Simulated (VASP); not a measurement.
# P (P2/m) in VASP: single point with r2SCAN

Aim: the single point of P with r2SCAN.

Program: VASP 6.6.1. These are calculated values, not measurements. Logs are shortened: lines on timing, memory, paths and dates and some standing lists are left out, and cuts for length are marked.

**1. The cell of the first run**

The typed cell holds 4 atoms: a = 2.449 Å, b = 2.450 Å, c = 11.148 Å, α = 90.00°, β = 90.01°, γ = 90.00°.

**2. Single point, r2SCAN (the distance across one plane changed)**

POSCAR

```
P
1.0
   -2.4492732218      0.0000000000     -0.0053518574
    0.0000000000     -2.4495099388      0.0000000000
   -0.0228975232      0.0000000000     11.1477918828
P
4
Direct
    0.9999496135      0.0000000000      0.5410667085
    0.9999897527      0.0000000000      0.1083444647
   -0.0000700311      0.0000000000      0.7571000229
   -0.0000298919      0.0000000000      0.3243777791
```

INCAR.step1

```
SYSTEM = P
PREC = Accurate ; ENCUT = 520
ISMEAR = 0 ; SIGMA = 0.15
LREAL = .FALSE. ; LASPH = .TRUE.
NELM = 80 ; NBANDS = 18
GGA = PE ; ALGO = Normal
EDIFF = 1E-4 ; LWAVE = .TRUE.
LCHARG = .FALSE. ; KPAR = 4
```

INCAR.step2

```
SYSTEM = P
PREC = Accurate ; ENCUT = 520
EDIFF = 1E-6 ; ISMEAR = 0
SIGMA = 0.15 ; LREAL = .FALSE.
LASPH = .TRUE. ; NELM = 80
ALGO = Normal ; ISIF = 2
LWAVE = .FALSE. ; LCHARG = .FALSE.
METAGGA = R2SCAN ; LMIXTAU = .TRUE.
NBANDS = 18 ; ISTART = 1
KPAR = 4
```

KPOINTS

```
Automatic mesh
0
G
  24 24 6
  0 0 0
```

Potentials or basis: VASP PAW PBE potentials, release 64 (P).

The run is started by

```bash
cat potpaw_PBE.64/P/POTCAR > POTCAR
cp INCAR.step1 INCAR
mpirun -np 4 vasp_std > vasp.out
cp INCAR.step2 INCAR
mpirun -np 4 vasp_std > vasp.out
```

OUTCAR:

```text
SYSTEM = P
   PREC = Accurate
   ENCUT = 520
   EDIFF = 1E-6
   ISMEAR = 0
   LREAL = .FALSE.
   LASPH = .TRUE.
   NELM = 80
   ISIF = 2
   METAGGA = R2SCAN
   ISTART = 1

 ion  position               nearest neighbor table
   1  1.000  0.000  0.541-   3 2.41   4 2.42
   2  1.000  0.000  0.108-   4 2.41
   3  1.000  0.000  0.757-   1 2.41
   4  1.000  0.000  0.324-   2 2.41   1 2.42

  LATTYP: Found a simple monoclinic cell.
 ALAT       =     2.4492790689
 B/A-ratio  =     1.0000942603
 C/A-ratio  =     4.5514680381
 COS(beta)  =    -0.0001310829

  Lattice vectors:

 A1 = (  -2.4492732218,   0.0000000000,  -0.0053518574)
 A2 = (   0.0000000000,  -2.4495099388,   0.0000000000)
 A3 = (  -0.0228975232,   0.0000000000,  11.1477918828)

Analysis of symmetry for initial positions (statically):
=====================================================================
 Subroutine PRICEL returns:
 Original cell was already a primitive cell.

 Routine SETGRP: Setting up the symmetry group for a
 simple monoclinic supercell.

 Subroutine GETGRP returns: Found  4 space group operations
 (whereof  2 operations were pure point group operations)
 out of a pool of  4 trial point group operations.

The static configuration has the point symmetry C_1h.
 The point group associated with its full space group is C_2h.

Analysis of symmetry for dynamics (positions and initial velocities):
=====================================================================
 Subroutine PRICEL returns:
 Original cell was already a primitive cell.

 Routine SETGRP: Setting up the symmetry group for a
 simple monoclinic supercell.

 Subroutine GETGRP returns: Found  4 space group operations
 (whereof  2 operations were pure point group operations)
 out of a pool of  4 trial point group operations.

The dynamic configuration has the point symmetry C_1h.
 The point group associated with its full space group is C_2h.

 Subroutine INISYM returns: Found  4 space group operations
 (whereof  2 operations are pure point group operations),
 and found     1 'primitive' translations

----------------------------------------------------------------------------------------

                                     Primitive cell

  volume of cell :      66.8817

  direct lattice vectors                    reciprocal lattice vectors
    -2.449273222  0.000000000 -0.005351857    -0.408282548  0.000000000 -0.000838611
     0.000000000 -2.449509939  0.000000000     0.000000000 -0.408244924  0.000000000
    -0.022897523  0.000000000 11.147791883    -0.000196009  0.000000000  0.089703461

  length of vectors
     2.449279069  2.449509939 11.147815398     0.408283409  0.408244924  0.089703675

  position of ions in fractional coordinates (direct lattice)
     0.999949614  0.000000000  0.541066708
     0.999989753  0.000000000  0.108344465
     0.999929969  0.000000000  0.757100023
     0.999970108  0.000000000  0.324377779

  ion indices of the primitive-cell ions
   primitive index   ion index
                 1           1
                 2           2
                 3           3
                 4           4

----------------------------------------------------------------------------------------

 KPOINTS: Automatic mesh

Automatic generation of k-mesh.
 Grid dimensions read from file:
 generate k-points for:   24   24    6

 Generating k-lattice:

  Cartesian coordinates                     Fractional coordinates (reciprocal lattice)
    -0.017011773  0.000000000 -0.000034942     0.041666667  0.000000000 -0.000000000
     0.000000000 -0.017010205  0.000000000     0.000000000  0.041666667  0.000000000
    -0.000032668  0.000000000  0.014950577    -0.000000000  0.000000000  0.166666667

  Length of vectors
     0.017011809  0.017010205  0.014950612

  Shift w.r.t. Gamma in fractional coordinates (k-lattice)
     0.000000000  0.000000000  0.000000000

 Subroutine IBZKPT returns following result:
 ===========================================

 Found    962 irreducible k-points:

 Following reciprocal coordinates:
            Coordinates               Weight
  0.000000  0.000000  0.000000      1.000000
  0.041667  0.000000  0.000000      2.000000
  0.083333  0.000000 -0.000000      2.000000
  0.125000  0.000000  0.000000      2.000000
  0.166667  0.000000  0.000000      2.000000
  0.208333  0.000000  0.000000      2.000000
[... 16 lines left out ...]
  0.375000  0.041667  0.000000      4.000000
  0.416667  0.041667  0.000000      4.000000
 [... further k-points ...]
   k-points           NKPTS =    962   k-points in BZ     NKDIM =    962   number of bands    NBANDS=     18
   number of dos      NEDOS =    301   number of ions     NIONS =      4
   total plane-waves  NPLWV =  27216
   dimension x,y,z NGX =    18 NGY =   18 NGZ =   84
   dimension x,y,z NGXF=    36 NGYF=   36 NGZF=  168
   ions per type =               4
   NGX,Y,Z   is equivalent  to a cutoff of  12.22, 12.22, 12.53 a.u.
   NGXF,Y,Z  is equivalent  to a cutoff of  24.44, 24.43, 25.05 a.u.
 SYSTEM =  P
   PREC   = accura    normal or accurate (medium, high low for compatibility)
   ISTART =      1    job   : 0-new  1-cont  2-samecut
   ICHARG =      0    charge: 1-file 2-atom 10-const
   ISPIN  =      1    spin polarized calculation?
   LNONCOLLINEAR =      F non collinear calculations
   LSORBIT =      F    spin-orbit coupling
   LASPH  =      T    aspherical Exc in radial PAW
   ENCUT  =  520.0 eV  38.22 Ry    6.18 a.u.   4.55  4.55 20.73*2*pi/ulx,y,z
   NELM   =     80;   NELMIN=  2; NELMDL=  0     # of ELM steps
   EDIFF  = 0.1E-05   stopping-criterion for ELM
   LREAL  =      F    real-space projection
   EDIFFG = 0.1E-04   stopping-criterion for IOM
   NSW    =      0    number of steps for IOM
   IBRION =     -1    ionic relax: 0-MD 1-quasi-New 2-CG
   NFREE  =      0    steps in history (QN), initial steepest desc. (CG)
   ISIF   =      2    stress and relaxation
   ISYM   =      2    0-nonsym 1-usesym 2-fastsym
   POTIM  = 0.5000    time-step for ionic-motion
   TEBEG  =    0.0;   TEEND  =   0.0 temperature during run
   PSTRESS=    0.0 pullay stress
   NELECT =      20.0000    total number of electrons
   NUPDOWN=      -1.0000    fix difference up-down
   EMIN   =  10.00;   EMAX   =-10.00  energy-range for DOS
   EFERMI =   0.00;   METHOD = LEGACY
   ISMEAR =     0;   SIGMA  =   0.15  broadening in eV -4-tet -1-fermi 0-gaus
   EFERMI_NEDOS =   21; number of points for ismear=-14 and -15
   IALGO  =     38    algorithm
   IMIX   =      4    mixing-type and parameters
     AMIX     =   0.40;   BMIX     =  1.00
     AMIX_MAG =   1.60;   BMIX_MAG =  1.00
  volume/ion in A,a.u.               =      16.72       112.83
  Fermi-wavevector in a.u.,A,eV,Ry     =   1.094752  2.068781 16.306337  1.198482
  Thomas-Fermi vector in A             =   2.231063
   LORBIT       =      0    0 simple, 1 ext, 2 COOP (PROOUT), +10 PAW based schemes
   METAGGA = R2SCAN    functional components
   LHFCALC =     F    Hartree Fock is set to
   AEXX    =    0.0000 exact exchange contribution
   IVDW    =     0    specifies the selected vdW correction
   LEPSILON=     F    determine dielectric tensor
   LRPA    =     F    only Hartree local field effects (RPA)
 non-spin polarized calculation
 Gauss-broadening in eV      SIGMA  =   0.15
  energy-cutoff  :      520.00
  volume of cell :       66.88
 maximum number of plane-waves:      1858
   NGX =  9   NGY =  9   NGZ = 41

 number of electron      19.9999997 magnetization

 Free energy of the ion-electron system (eV)
  ---------------------------------------------------
  ext. energy  EPLUGINS =         0.00000000
  ---------------------------------------------------
  free energy    TOTEN  =       -34.92271402 eV

  energy without entropy =      -34.90743991  energy(sigma->0) =      -34.91507697

 E-fermi :   7.7959     XC(G=0): -10.9917

 val. band max:        7.7936881490   @ k =  -0.1667   0.0417   0.3333
 cond. band min:       7.7989169597   @ k =   0.1250   0.1667   0.0000
 fundamental gap:      0.0052288107
 Fermi energy:         7.7959213037

 k-point     1 :       0.0000    0.0000    0.0000
  band No.  band energies     occupation
      1      -9.3571      2.00000
      2      -8.3999      2.00000
      3      -7.0330      2.00000
      4      -5.4532      2.00000
      5      -0.3403      2.00000
      6       2.8955      2.00000
[... 10 lines left out ...]
     17      15.7463      0.00000
     18      15.7686      0.00000

 k-point     2 :       0.0417    0.0000    0.0000
  band No.  band energies     occupation
      1      -9.3158      2.00000
      2      -8.3586      2.00000
      3      -6.9916      2.00000
      4      -5.4115      2.00000
      5      -0.3030      2.00000
      6       2.9314      2.00000
[... 10 lines left out ...]
     17      15.7334      0.00000
     18      15.7993      0.00000

 k-point     3 :       0.0833    0.0000   -0.0000
  band No.  band energies     occupation
      1      -9.1921      2.00000
      2      -8.2349      2.00000
      3      -6.8674      2.00000
      4      -5.2864      2.00000
      5      -0.1914      2.00000
      6       3.0386      2.00000
[... 10 lines left out ...]
     17      15.8930      0.00000
     18      16.7218      0.00000

 k-point     4 :       0.1250    0.0000    0.0000
  band No.  band energies     occupation
      1      -8.9868      2.00000
      2      -8.0295      2.00000
      3      -6.6610      2.00000
      4      -5.0785      2.00000
      5      -0.0071      2.00000
      6       3.2143      2.00000
[... 375 lines left out ...]
      4      -2.8102      2.00000
      5       1.8320      2.00000
      6       2.1126      2.00000
[... 10 lines left out ...]
     17      15.8890      0.00000
     18      16.1727      0.00000

 k-point    23 :       0.3750    0.0417    0.0000
  band No.  band energies     occupation
      1      -6.1716      2.00000
      2      -5.2063      2.00000
      3      -3.8047      2.00000
      4      -2.1597      2.00000
      5       0.9471      2.00000
      6       1.7660      2.00000
[... 10 lines left out ...]
     17      15.8005      0.00000
     18      16.5519      0.00000

 k-point    24 :       0.4167    0.0417    0.0000
  band No.  band energies     occupation
      1      -5.5664      2.00000
      2      -4.5941      2.00000
      3      -3.1707      2.00000
      4      -1.4804      2.00000
      5      -0.0428      2.00000
      6       0.7893      2.00000
[... 10 lines left out ...]
     17      16.0153      0.00000
     18      16.9077      0.00000

 [... further k-points ...]

------------------------ aborting loop because EDIFF is reached ----------------------------------------

  FORCE on cell =-STRESS in cart. coord.  units (eV):
  Direction    XX          YY          ZZ          XY          YZ          ZX
  --------------------------------------------------------------------------------------
  -------------------------------------------------------------------------------------
  Total       -1.1402120     -1.1466618     -1.4060864      0.0000000      0.0000000     -0.0027685
  in kB      -27.3142284    -27.4687376    -33.6833559      0.0000000      0.0000000     -0.0663198
  external PRESSURE =     -29.4887740 kB  Pullay stress =       0.0000000 kB

 VOLUME and BASIS-vectors are now :
 -----------------------------------------------------------------------------
  energy-cutoff  :      520.00
  volume of cell :       66.88
      direct lattice vectors                 reciprocal lattice vectors
    -2.449273222  0.000000000 -0.005351857    -0.408282548  0.000000000 -0.000838611
     0.000000000 -2.449509939  0.000000000     0.000000000 -0.408244924  0.000000000
    -0.022897523  0.000000000 11.147791883    -0.000196009  0.000000000  0.089703461

 POSITION                                       TOTAL-FORCE (eV/Angst)
 -----------------------------------------------------------------------------------
     -2.46154      0.00000      6.02635        -0.001186      0.000000      0.592413
     -2.45173      0.00000      1.20245        -0.000037      0.000000      0.239010
     -2.46644      0.00000      8.43464         0.000037      0.000000     -0.239010
     -2.45663      0.00000      3.61074         0.001186      0.000000     -0.592413
 -----------------------------------------------------------------------------------
    total drift:                                0.000002     -0.000000      0.000059

  FREE ENERGIE OF THE ION-ELECTRON SYSTEM (eV)
  ---------------------------------------------------
  free  energy   TOTEN  =       -34.9227140248 eV

  energy  without entropy=      -34.9074399120  energy(sigma->0) =      -34.91507697
```

Run time: 5.7 min. Hardware: 4 MPI ranks of Intel Xeon 6975P-C (Granite Rapids), shared host; peak memory 0.81 GiB.

Results:

| Quantity | Value |
| --- | --- |
| Free energy | -34.9227 eV |
| Pressure | -2.9 GPa |
| Largest force | 0.592 eV/Å |
| Band gap on the k mesh | zero (bands 10 and 11 overlap by 8.15 eV) |

Forces in eV/Å, atoms in the order of the input:
```
P   -0.001  0.000  0.592
P    0.000  0.000  0.239
P    0.000  0.000 -0.239
P    0.001  0.000 -0.592
```

Caveat: the cell differs from its parent crystal (the distance across one plane changed); the PAW data sets were made with another functional, which shifts forces and pressure a little.
